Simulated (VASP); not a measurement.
# AlNi3 (Pm-3m) in VASP: notebook

The runs below take AlNi3 through single point, with PBE.

Program: VASP 6.6.1. These are calculated values, not measurements. Logs are shortened: lines on timing, memory, paths and dates and some standing lists are left out, and cuts for length are marked.

## Step 1: The cell of the first run

The structure is cubic, space group Pm-3m (No. 221). Conventional cell: a = 3.567 Å, b = 3.567 Å, c = 3.567 Å, α = 90.00°, β = 90.00°, γ = 90.00°. Within 3.3 Å of Al (site symmetry m-3m) lie 12 Ni at 2.52 Å. Within 3.3 Å of Ni (site symmetry 4/mmm) lie 4 Al at 2.52 Å and 8 Ni at 2.52 Å.

## Step 2: Single point, PBE, collinear spin, ferromagnetic start

The input, INCAR:

```
SYSTEM = AlNi3
PREC = Accurate
ENCUT = 520
EDIFF = 1E-6
ISMEAR = 0
SIGMA = 0.1
LREAL = .FALSE.
LASPH = .TRUE.
NELM = 150
ALGO = Fast
ISIF = 2
LWAVE = .FALSE.
LCHARG = .FALSE.
ISPIN = 2
MAGMOM = 0 0.3 0.3 0.3
LORBIT = 11
LMAXMIX = 4
GGA = PE
NBANDS = 28
```

The input, KPOINTS:

```
regular mesh
0
G
  14 14 14
  0 0 0
```

The input, POSCAR:

```
AlNi3
1.0
    3.5666788647      0.0000000000      0.0000000000
    0.0000000000      3.5666788647      0.0000000000
    0.0000000000      0.0000000000      3.5666788647
Al Ni
1 3
Direct
    0.0000000000      0.0000000000      0.0000000000
    0.0000000000      0.5000000000      0.5000000000
    0.5000000000      0.0000000000      0.5000000000
    0.5000000000      0.5000000000      0.0000000000
```

Potentials or basis: VASP PAW PBE potentials, release 64 (Al, Ni).

The run is started by

```console
$ cat potpaw_PBE.64/Al/POTCAR potpaw_PBE.64/Ni/POTCAR > POTCAR
$ mpirun -np 1 vasp_std > vasp.out
```

OUTCAR:

```text
SYSTEM = AlNi3
   PREC = Accurate
   ENCUT = 520
   EDIFF = 1E-6
   ISMEAR = 0
   LREAL = .FALSE.
   LASPH = .TRUE.
   NELM = 150
   ISIF = 2
   ISPIN = 2
   LORBIT = 11
   GGA = PE

 ion  position               nearest neighbor table
   1  0.000  0.000  0.000-   2 2.52   3 2.52   4 2.52   2 2.52   3 2.52   2 2.52   4 2.52   2 2.52
                             3 2.52   4 2.52   3 2.52   4 2.52
   2  0.000  0.500  0.500-   1 2.52   3 2.52   4 2.52   1 2.52   4 2.52   1 2.52   3 2.52   1 2.52
                             3 2.52   4 2.52   4 2.52   3 2.52
   3  0.500  0.000  0.500-   1 2.52   2 2.52   4 2.52   1 2.52   4 2.52   2 2.52   4 2.52   4 2.52
                             1 2.52   2 2.52   1 2.52   2 2.52
   4  0.500  0.500  0.000-   1 2.52   2 2.52   3 2.52   2 2.52   3 2.52   1 2.52   3 2.52   3 2.52
                             1 2.52   2 2.52   2 2.52   1 2.52

  LATTYP: Found a simple cubic cell.
 ALAT       =     3.5666788647

  Lattice vectors:

 A1 = (   3.5666788647,   0.0000000000,   0.0000000000)
 A2 = (   0.0000000000,   3.5666788647,   0.0000000000)
 A3 = (   0.0000000000,   0.0000000000,   3.5666788647)

Analysis of symmetry for initial positions (statically):
=====================================================================
 Subroutine PRICEL returns:
 Original cell was already a primitive cell.

 Routine SETGRP: Setting up the symmetry group for a
 simple cubic supercell.

 Subroutine GETGRP returns: Found 48 space group operations
 (whereof 48 operations were pure point group operations)
 out of a pool of 48 trial point group operations.

The static configuration has the point symmetry O_h .

Analysis of symmetry for dynamics (positions and initial velocities):
=====================================================================
 Subroutine PRICEL returns:
 Original cell was already a primitive cell.

 Routine SETGRP: Setting up the symmetry group for a
 simple cubic supercell.

 Subroutine GETGRP returns: Found 48 space group operations
 (whereof 48 operations were pure point group operations)
 out of a pool of 48 trial point group operations.

The dynamic configuration has the point symmetry O_h .

Analysis of structural, dynamic, and magnetic symmetry:
=====================================================================
 Subroutine PRICEL returns:
 Original cell was already a primitive cell.

 Routine SETGRP: Setting up the symmetry group for a
 simple cubic supercell.

 Subroutine GETGRP returns: Found 48 space group operations
 (whereof 48 operations were pure point group operations)
 out of a pool of 48 trial point group operations.

The overall configuration has the point symmetry O_h .

 Subroutine INISYM returns: Found 48 space group operations
 (whereof 48 operations are pure point group operations),
 and found     1 'primitive' translations

----------------------------------------------------------------------------------------

                                     Primitive cell

  volume of cell :      45.3724

  direct lattice vectors                    reciprocal lattice vectors
     3.566678865  0.000000000  0.000000000     0.280372873  0.000000000  0.000000000
     0.000000000  3.566678865  0.000000000     0.000000000  0.280372873  0.000000000
     0.000000000  0.000000000  3.566678865     0.000000000  0.000000000  0.280372873

  length of vectors
     3.566678865  3.566678865  3.566678865     0.280372873  0.280372873  0.280372873

  position of ions in fractional coordinates (direct lattice)
     0.000000000  0.000000000  0.000000000
     0.000000000  0.500000000  0.500000000
     0.500000000  0.000000000  0.500000000
     0.500000000  0.500000000  0.000000000

  ion indices of the primitive-cell ions
   primitive index   ion index
                 1           1
                 2           2
                 3           3
                 4           4

----------------------------------------------------------------------------------------

 KPOINTS: regular mesh

Automatic generation of k-mesh.
 Grid dimensions read from file:
 generate k-points for:   14   14   14

 Generating k-lattice:

  Cartesian coordinates                     Fractional coordinates (reciprocal lattice)
     0.020026634  0.000000000  0.000000000     0.071428571  0.000000000  0.000000000
     0.000000000  0.020026634  0.000000000     0.000000000  0.071428571  0.000000000
     0.000000000  0.000000000  0.020026634     0.000000000  0.000000000  0.071428571

  Length of vectors
     0.020026634  0.020026634  0.020026634

  Shift w.r.t. Gamma in fractional coordinates (k-lattice)
     0.000000000  0.000000000  0.000000000

 Subroutine IBZKPT returns following result:
 ===========================================

 Found    120 irreducible k-points:

 Following reciprocal coordinates:
            Coordinates               Weight
  0.000000  0.000000  0.000000      1.000000
  0.071429  0.000000  0.000000      6.000000
  0.142857  0.000000  0.000000      6.000000
  0.214286  0.000000  0.000000      6.000000
  0.285714  0.000000  0.000000      6.000000
  0.357143  0.000000  0.000000      6.000000
[... 16 lines left out ...]
  0.285714  0.214286  0.000000     24.000000
  0.357143  0.214286  0.000000     24.000000
 [... further k-points ...]
   k-points           NKPTS =    120   k-points in BZ     NKDIM =    120   number of bands    NBANDS=     28
   number of dos      NEDOS =    301   number of ions     NIONS =      4
   total plane-waves  NPLWV =  21952
   dimension x,y,z NGX =    28 NGY =   28 NGZ =   28
   dimension x,y,z NGXF=    56 NGYF=   56 NGZF=   56
   ions per type =               1   3
   NGX,Y,Z   is equivalent  to a cutoff of  13.05, 13.05, 13.05 a.u.
   NGXF,Y,Z  is equivalent  to a cutoff of  26.10, 26.10, 26.10 a.u.
 SYSTEM =  AlNi3
   PREC   = accura    normal or accurate (medium, high low for compatibility)
   ISTART =      0    job   : 0-new  1-cont  2-samecut
   ICHARG =      2    charge: 1-file 2-atom 10-const
   ISPIN  =      2    spin polarized calculation?
   LNONCOLLINEAR =      F non collinear calculations
   LSORBIT =      F    spin-orbit coupling
   LASPH  =      T    aspherical Exc in radial PAW
   ENCUT  =  520.0 eV  38.22 Ry    6.18 a.u.   6.63  6.63  6.63*2*pi/ulx,y,z
   NELM   =    150;   NELMIN=  2; NELMDL= -5     # of ELM steps
[... 22 lines left out ...]
  Fermi-wavevector in a.u.,A,eV,Ry     =   1.472252  2.782153 29.490979  2.167526
  Thomas-Fermi vector in A             =   2.587289
   LORBIT       =     11    0 simple, 1 ext, 2 COOP (PROOUT), +10 PAW based schemes
   GGA     = PE    functional components
   LHFCALC =     F    Hartree Fock is set to
   AEXX    =    0.0000 exact exchange contribution
   IVDW    =     0    specifies the selected vdW correction
   LEPSILON=     F    determine dielectric tensor
   LRPA    =     F    only Hartree local field effects (RPA)
 spin polarized calculation
 RMM-DIIS sequential band-by-band and
 Gauss-broadening in eV      SIGMA  =   0.10
  energy-cutoff  :      520.00
  volume of cell :       45.37
 maximum number of plane-waves:      1242
 NGX is ok and might be reduce to    28
   NGX = 13   NGY = 13   NGZ = 13

 number of electron      33.0000020 magnetization       0.7099861

 Free energy of the ion-electron system (eV)
  ---------------------------------------------------
  ext. energy  EPLUGINS =         0.00000000
  ---------------------------------------------------
  free energy    TOTEN  =       -21.90552921 eV

  energy without entropy =      -21.88871679  energy(sigma->0) =      -21.89712300

 E-fermi :   9.4334     XC(G=0): -12.6552

 val. band max:        9.4329366972   @ k =   0.3571   0.2143   0.0000
 cond. band min:       9.4349114988   @ k =   0.4286   0.2143   0.0714
 fundamental gap:      0.0019748017
 Fermi energy:         9.4333780094

 spin component 1

 k-point     1 :       0.0000    0.0000    0.0000
  band No.  band energies     occupation
      1      -0.4855      1.00000
      2       5.1654      1.00000
      3       5.8240      1.00000
      4       5.8240      1.00000
      5       6.1671      1.00000
      6       6.1671      1.00000
[... 20 lines left out ...]
     27      23.3204      0.00000
     28      23.3206      0.00000

 k-point     2 :       0.0714    0.0000    0.0000
  band No.  band energies     occupation
      1      -0.4234      1.00000
      2       5.1852      1.00000
      3       5.7870      1.00000
      4       5.8629      1.00000
      5       6.1773      1.00000
      6       6.1773      1.00000
[... 20 lines left out ...]
     27      22.8083      0.00000
     28      23.0310      0.00000

 k-point     3 :       0.1429    0.0000    0.0000
  band No.  band energies     occupation
      1      -0.2382      1.00000
      2       5.2188      1.00000
      3       5.6792      1.00000
      4       5.9766      1.00000
      5       6.2068      1.00000
      6       6.2068      1.00000
[... 616 lines left out ...]
      3       5.5854      1.00000
      4       6.1548      1.00000
      5       6.2519      1.00000
      6       6.4363      1.00000
[... 20 lines left out ...]
     27      22.2712      0.00000
     28      24.2755      0.00000

 k-point    24 :       0.3571    0.2143    0.0000
  band No.  band energies     occupation
      1       1.5117      1.00000
      2       4.3772      1.00000
      3       5.7651      1.00000
      4       6.2054      1.00000
      5       6.3045      1.00000
      6       6.6143      1.00000
[... 20 lines left out ...]
     27      23.2000      0.00000
     28      23.9618      0.00000

 [... further k-points ...]

 spin component 2

 k-point     1 :       0.0000    0.0000    0.0000
  band No.  band energies     occupation
      1      -0.5161      1.00000
      2       5.2433      1.00000
      3       5.9756      1.00000
      4       5.9756      1.00000
      5       6.4545      1.00000
      6       6.4545      1.00000
[... 20 lines left out ...]
     27      23.3183      0.00000
     28      23.3185      0.00000

 k-point     2 :       0.0714    0.0000    0.0000
  band No.  band energies     occupation
      1      -0.4541      1.00000
      2       5.2624      1.00000
      3       5.9325      1.00000
      4       6.0155      1.00000
      5       6.4619      1.00000
      6       6.4619      1.00000
[... 20 lines left out ...]
     27      22.8086      0.00000
     28      23.0331      0.00000

 k-point     3 :       0.1429    0.0000    0.0000
  band No.  band energies     occupation
      1      -0.2689      1.00000
      2       5.2921      1.00000
      3       5.8071      1.00000
      4       6.1322      1.00000
      5       6.4830      1.00000
      6       6.4830      1.00000
[... 616 lines left out ...]
      3       5.6655      1.00000
      4       6.2764      1.00000
      5       6.4840      1.00000
      6       6.6745      1.00000
[... 20 lines left out ...]
     27      22.2857      0.00000
     28      24.2884      0.00000

 k-point    24 :       0.3571    0.2143    0.0000
  band No.  band energies     occupation
      1       1.4822      1.00000
      2       4.3879      1.00000
      3       5.8584      1.00000
      4       6.3230      1.00000
      5       6.5131      1.00000
      6       6.8459      1.00000
[... 20 lines left out ...]
     27      23.2159      0.00000
     28      23.9712      0.00000

 [... further k-points ...]
[... 5 lines left out ...]
  --------------------------------------------------------------------------------------
  -------------------------------------------------------------------------------------
  Total        0.0175767      0.0175767      0.0175767      0.0000000     -0.0000000      0.0000000
  in kB        0.6206640      0.6206640      0.6206640      0.0000000     -0.0000000      0.0000000
  external PRESSURE =       0.6206640 kB  Pullay stress =       0.0000000 kB

 VOLUME and BASIS-vectors are now :
 -----------------------------------------------------------------------------
  energy-cutoff  :      520.00
  volume of cell :       45.37
      direct lattice vectors                 reciprocal lattice vectors
     3.566678865  0.000000000  0.000000000     0.280372873  0.000000000  0.000000000
     0.000000000  3.566678865  0.000000000     0.000000000  0.280372873  0.000000000
     0.000000000  0.000000000  3.566678865     0.000000000  0.000000000  0.280372873

 POSITION                                       TOTAL-FORCE (eV/Angst)
 -----------------------------------------------------------------------------------
      0.00000      0.00000      0.00000         0.000000      0.000000      0.000000
      0.00000      1.78334      1.78334         0.000000      0.000000      0.000000
      1.78334      0.00000      1.78334         0.000000      0.000000      0.000000
      1.78334      1.78334      0.00000         0.000000      0.000000      0.000000
 -----------------------------------------------------------------------------------
    total drift:                                0.000000      0.000000      0.000000

  FREE ENERGIE OF THE ION-ELECTRON SYSTEM (eV)
  ---------------------------------------------------
  free  energy   TOTEN  =       -21.9055292115 eV

  energy  without entropy=      -21.8887167936  energy(sigma->0) =      -21.89712300

 total charge

# of ion       s       p       d       tot
------------------------------------------
    1        0.408   0.390   0.000   0.798
    2        0.491   0.512   8.378   9.380
    3        0.491   0.512   8.378   9.380
    4        0.491   0.512   8.378   9.380
--------------------------------------------------
tot          1.880   1.925  25.133  28.938

 magnetization (x)

# of ion       s       p       d       tot
------------------------------------------
    1       -0.001  -0.008   0.000  -0.009
    2       -0.003  -0.010   0.267   0.254
    3       -0.003  -0.010   0.267   0.254
    4       -0.003  -0.010   0.267   0.254
--------------------------------------------------
tot         -0.010  -0.037   0.802   0.755
```

It took 6.5 min on 1 thread of Oxide Virtual Turin-like, shared host; peak memory 0.29 GiB.

Results:

| Property | Result |
| --- | --- |
| Free energy | -21.9055 eV |
| Pressure | 0.1 GPa |
| Net moment | 0.71 μB per cell |
| Site moments | Al -0.01; Ni +0.25 μB |
| Valence electrons inside the program's atomic spheres | Al 0.80; Ni 9.38 |

## Step 3: Single point, PBE, collinear spin, ferromagnetic start (volume scaled by 0.94)

The input, INCAR:

```
SYSTEM = AlNi3
PREC     = Accurate       ! precision mode
ENCUT    = 520            ! plane-wave cutoff, eV
EDIFF    = 1E-7           ! SCF threshold, eV
ISMEAR   = 0              ! smearing method
SIGMA    = 0.1            ! smearing width, eV
LREAL    = .FALSE.        ! projectors in reciprocal space
LASPH    = .TRUE.         ! aspherical terms in the spheres
NELM     = 150            ! most SCF steps
ALGO     = Normal         ! electronic algorithm
ISIF     = 2              ! what is computed and relaxed
LWAVE    = .FALSE.        ! write WAVECAR
LCHARG   = .FALSE.        ! write CHGCAR
ISPIN    = 2              ! spin polarisation
MAGMOM   = 0 0.3 0.3 0.3  ! initial moments
LORBIT   = 11             ! projections on sites
LMAXMIX  = 4              ! l up to which the mixer works
GGA      = PE             ! functional
NBANDS   = 28             ! bands
```

The input, KPOINTS:

```
Automatic mesh
0
G
  12 12 12
  0 0 0
```

The input, POSCAR:

```
AlNi3
1.0
    3.4938690879      0.0000000000      0.0000000000
    0.0000000000      3.4938690879      0.0000000000
    0.0000000000      0.0000000000      3.4938690879
Al Ni
1 3
Direct
    0.0000000000      0.0000000000      0.0000000000
    0.0000000000      0.5000000000      0.5000000000
    0.5000000000      0.0000000000      0.5000000000
    0.5000000000      0.5000000000      0.0000000000
```

Potentials or basis: VASP PAW PBE potentials, release 64 (Al, Ni).

The run is started by

```console
$ cat potpaw_PBE.64/Al/POTCAR potpaw_PBE.64/Ni/POTCAR > POTCAR
$ mpirun -np 1 vasp_std > vasp.out
```

Run time: 4.7 min. Hardware: 1 thread of Oxide Virtual Turin-like, shared host; peak memory 0.24 GiB.

The run converged. Its results:

```
Free energy                                           : -21.8020 eV
Pressure                                              : 12.9 GPa
Net moment                                            : 0.68 μB per cell
Site moments                                          : Al -0.01; Ni +0.24 μB
Valence electrons inside the program's atomic spheres : Al 0.83; Ni 9.50
```

Levels at points of the mesh, in eV from the Fermi level:
Spin up:
```
           k point  band 15  band 16  band 17  band 18  band 19  band 20
(0.00, 0.00, 0.00)    -0.06    -0.06     0.88     0.88     0.88     6.87
(0.50, 0.00, 0.00)    -1.10    -0.52    -0.05     5.77     5.77     5.78
(0.50, 0.50, 0.00)    -1.03    -1.02    -0.61     0.92     0.92     8.43
(0.50, 0.50, 0.50)    -1.13    -0.25    -0.25    -0.25    -0.25     3.74
```
Spin down:
```
           k point  band 12  band 13  band 14  band 15  band 16  band 17  band 18  band 19  band 20  band 21
(0.00, 0.00, 0.00)    -0.43     0.01     0.36     0.36     0.36     0.85     0.85     0.85     6.95     6.95
(0.50, 0.00, 0.00)    -1.11    -1.00    -1.00    -0.88    -0.35     0.36     5.82     5.82     5.83     5.83
(0.50, 0.50, 0.00)    -1.22    -1.22    -1.16    -0.84    -0.64    -0.49     1.20     1.20     8.47     8.47
(0.50, 0.50, 0.50)    -1.25    -1.25    -0.96    -0.96    -0.27     0.11     0.11     0.11     3.83     4.49
```

## Step 4: Single point, PBE, collinear spin, ferromagnetic start (volume scaled by 0.97)

The input, INCAR:

```
SYSTEM = AlNi3
ALGO = Fast ; EDIFF = 1E-7
ENCUT = 520 ; GGA = PE
ISIF = 2 ; ISMEAR = 0
ISPIN = 2 ; LASPH = .TRUE.
LCHARG = .TRUE. ; LELF = .TRUE.
LMAXMIX = 4 ; LORBIT = 11
LREAL = .FALSE. ; LVHAR = .TRUE.
LWAVE = .FALSE. ; MAGMOM = 0 0.3 0.3 0.3
NBANDS = 28 ; NELM = 150
PREC = Accurate ; SIGMA = 0.1
```

The input, KPOINTS:

```
k-points
0
G
  12 12 12
  0 0 0
```

The input, POSCAR:

```
AlNi3
1.0
    3.5306493601      0.0000000000      0.0000000000
    0.0000000000      3.5306493601      0.0000000000
    0.0000000000      0.0000000000      3.5306493601
Al Ni
1 3
Direct
    0.0000000000      0.0000000000      0.0000000000
    0.0000000000      0.5000000000      0.5000000000
    0.5000000000      0.0000000000      0.5000000000
    0.5000000000      0.5000000000      0.0000000000
```

The run is started by

```console
$ cat potpaw_PBE.64/Al/POTCAR potpaw_PBE.64/Ni/POTCAR > POTCAR
$ mpirun -np 1 vasp_std > vasp.out
```

Run time: 5.2 min. Hardware: 1 thread of Oxide Virtual Turin-like, shared host; peak memory 0.24 GiB.

The run converged. Its results:

- Free energy: -21.8810 eV
- Pressure: 5.9 GPa
- Net moment: 0.70 μB per cell
- Site moments: Al -0.01; Ni +0.25 μB
- Valence electrons inside the program's atomic spheres: Al 0.81; Ni 9.44

Levels at points of the mesh, in eV from the Fermi level:
Spin up:
| k point | band 14 | band 15 | band 16 | band 17 | band 18 | band 19 | band 20 | band 21 |
| --- | --- | --- | --- | --- | --- | --- | --- | --- |
| (0.00, 0.00, 0.00) | -0.08 | -0.08 | -0.08 | 0.87 | 0.87 | 0.87 | 6.69 | 6.69 |
| (0.50, 0.00, 0.00) | -1.20 | -1.07 | -0.52 | -0.08 | 5.61 | 5.61 | 5.66 | 5.66 |
| (0.50, 0.50, 0.00) | -1.22 | -1.01 | -0.99 | -0.59 | 0.87 | 0.87 | 8.28 | 8.28 |
| (0.50, 0.50, 0.50) | -1.10 | -1.10 | -0.26 | -0.26 | -0.26 | -0.20 | 3.52 | 4.13 |
Spin down:
```tsv
k point	band 13	band 14	band 15	band 16	band 17	band 18	band 19	band 20
(0.00, 0.00, 0.00)	0.01	0.35	0.35	0.35	0.84	0.84	0.84	6.77
(0.50, 0.00, 0.00)	-0.95	-0.95	-0.84	-0.33	0.35	5.67	5.67	5.71
(0.50, 0.50, 0.00)	-1.17	-1.11	-0.81	-0.60	-0.46	1.15	1.15	8.32
(0.50, 0.50, 0.50)	-1.19	-0.92	-0.92	-0.22	0.11	0.11	0.11	3.61
```

## Step 5: Overview

```tsv
cell	k mesh	gap on the mesh (eV)	pressure (GPa)	moment (μB)
a = 3.567 Å, 4 atoms	14 × 14 × 14	none	0.1	0.71
a = 3.494 Å, 4 atoms	12 × 12 × 12	none	12.9	0.68
a = 3.531 Å, 4 atoms	12 × 12 × 12	none	5.9	0.70
```

Alike in all rows: task single point; level PBE; potentials or basis VASP PAW PBE potentials, release 64 (Al, Ni); spin collinear, ferromagnetic start; cutoff (eV) 520; smearing gaussian 0.1 eV.

Absolute energies hang on the potentials; compare differences alone.
